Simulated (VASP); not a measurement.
GaP: single point with r2SCAN

GaP:

```
CELL_PARAMETERS angstrom
0.00000 2.72540 2.72540
2.72540 0.00000 2.72540
2.72540 2.72540 0.00000
ATOMIC_POSITIONS crystal
Ga 0.00000 0.00000 0.00000
P 0.25000 0.25000 0.25000
```

```
Program                : VASP 6.6.1
Task                   : single point
Functional             : r2SCAN
Potentials or basis    : VASP PAW PBE potentials, release 64 (Ga_d, P)
Cutoff                 : 520 eV
k mesh                 : 6 × 6 × 6
Occupations            : gaussian, width 0.01 eV
Spin                   : no spin polarisation
Dipole correction      : no
Further INCAR settings : ALGO = Normal; EDIFF = 1e-06; NBANDS = 16
```

| Property | Result |
| --- | --- |
| Pressure | 0.0 GPa |
| Band gap on the k mesh | 1.91 eV, indirect (least direct gap 2.34 eV) |

Levels at points of the mesh, in eV from the valence-band top:
```tsv
k point	band 6	band 7	band 8	band 9	band 10	band 11	band 12	band 13
(0.00, 0.00, 0.00)	-13.02	0.00	0.00	0.00	2.34	4.19	4.19	4.19
(0.50, 0.00, 0.00)	-10.86	-6.85	-1.17	-1.17	2.04	5.05	5.05	8.83
(0.50, 0.50, 0.00)	-9.92	-6.96	-2.80	-2.80	1.91	2.10	11.35	11.35
```

Run time: 28 s on 1 thread of AMD EPYC 9R45 (Zen 5), with other jobs on the host, peak memory 0.14 GiB.

Caveat: the PAW data sets were made with another functional, which shifts forces and pressure a little. r2SCAN opens gaps a little over a GGA but as a rule still falls short of measured ones.
